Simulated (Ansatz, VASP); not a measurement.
## RbHg in VASP and in Ansatz

INCAR

```
  PREC = Accurate
  ENCUT = 600
  EDIFF = 1E-7
  ISMEAR = 0
  SIGMA = 0.1
  LREAL = F
  LASPH = T
  NELM = 80
  ALGO = Fast
  ISIF = 3
  LWAVE = F
  LCHARG = F
  GGA = PE
  IBRION = 2
  NSW = 100
  EDIFFG = -0.01
```

KPOINTS

```
Automatic mesh
0
Gamma
  12 12 8
```

The input POSCAR:

```
RbHg
1.0
    4.6309360788      0.0000000000      0.0000000000
   -2.3154680394      4.0105082876      0.0000000000
    0.0000000000      0.0000000000      7.6445696488
Rb Hg
1 1
Direct
    0.0000000000      0.0000000000      0.5000000000
    0.0000000000      0.0000000000      0.0000000000
```

Input for Ansatz:

```yaml
crystal:
  lattice:
    - [4.6309360788, 0.0, 0.0]
    - [-2.3154680394, 4.0105082876, 0.0]
    - [0.0, 0.0, 7.6445696488]
  atoms:
    - { symbol: Rb, position: [0.0, 0.0, 0.5] }
    - { symbol: Hg, position: [0.0, 0.0, 0.0] }
basis:
  ecutwfc: 420
kpoints:
  mp_grid: { grid: [12, 12, 8] }
hamiltonian:
  xc: pbe
scf:
  occupations: { method: gaussian, width: 0.1 }
output:
  forces: true
  stress: true
  eigenvalues: true
  write_density: true
  write_potential: true
  elf: true
  volumetric_format: npy
relax:
  adjacent_minimum: "off"
  f_tol: 0.01
  max_steps: 80
  cell: { stress_tol: 0.05 }
```

Alike in both runs: task relaxation of cell and atoms; functional PBE; k mesh 12 × 12 × 8; occupations gaussian, width 0.1 eV; no spin polarisation.

|  | VASP | Ansatz |
| --- | --- | --- |
| version | VASP 6.6.1 | Ansatz 0.2.0 |
| potentials or method | VASP PAW PBE potentials, release 64 (Rb_sv, Hg), cutoff 600 eV | scalar-relativistic, plane waves, PAW |
| valence electrons in the cell | 21 | 29 |

```tsv
	VASP	Ansatz	Ansatz less VASP
gap on the k mesh at the Fermi level, each at its own relaxed structure (eV)	none	none	-
relaxed volume (Å³/atom)	70.99	70.99	0.000
relaxed cell length with the largest relative difference (Å)	4.631	4.631	0.0000
```

A gap of «none» marks a metal or a gap that the smearing closes. VASP's potentials hold 21 valence electrons a cell and Ansatz's 29, so a difference there can come from the potentials and not from the codes.

Neither program's run includes spin-orbit coupling. Noted on VASP's run: the relaxation stopped at its first step, so nothing moved.
